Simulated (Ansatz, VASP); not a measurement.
**One calculation of Si4Ni11, two programs**

```
CELL_PARAMETERS angstrom
-3.44840 3.41222 3.44962
3.44774 -3.41139 3.44814
3.44795 3.41094 -3.44879
ATOMIC_POSITIONS crystal
Si 0.99826 0.49800 0.49943
Si 0.49985 0.99989 0.49936
Si 0.49998 0.50130 0.00108
Si 0.99830 0.99971 0.00096
Ni 0.49256 0.24707 0.24065
Ni 0.00678 0.75257 0.26079
Ni 0.00583 0.24696 0.75395
Ni 0.49141 0.75284 0.74545
Ni 0.74870 0.49998 0.75069
Ni 0.24933 0.49926 0.24974
Ni 0.74885 0.99908 0.24974
Ni 0.75944 0.75287 0.50784
Ni 0.25309 0.24685 0.50713
Ni 0.24459 0.75265 0.99289
Ni 0.73943 0.24693 0.99337
```

Alike in both runs: functional PBEsol; k mesh 3 × 3 × 3; occupations gaussian, width 0.1 eV; no spin polarisation.

Ansatz relaxed the structure, and its values are those at the end. VASP's run is a single point on that final structure, the one shown.

```csv
,VASP,Ansatz
version,VASP 6.6.1,Ansatz 0.2.0
potentials or method,"VASP PAW PBE potentials, release 64 (Si, Ni), cutoff 520 eV","scalar-relativistic, plane waves, PAW"
valence electrons in the cell,126,214
```

|  | VASP | Ansatz | Ansatz less VASP |
| --- | --- | --- | --- |
| gap on the k mesh at the Fermi level (eV) | none | none | - |
| pressure (GPa) | 0.1 | 0.0 | -0.13 |
| rms of the force components (eV/Å) | 0.009 | 0.005 | -0.0035 |

VASP's potentials were made for PBE, not for PBEsol. A gap of «none» marks a metal or a gap that the smearing closes. With one functional, cell and mesh, what is left measures potentials, basis and numerics. VASP's potentials hold 126 valence electrons a cell and Ansatz's 214, so a difference there can come from the potentials and not from the codes.

The k mesh is coarse, so the values compare programs but aren't converged.
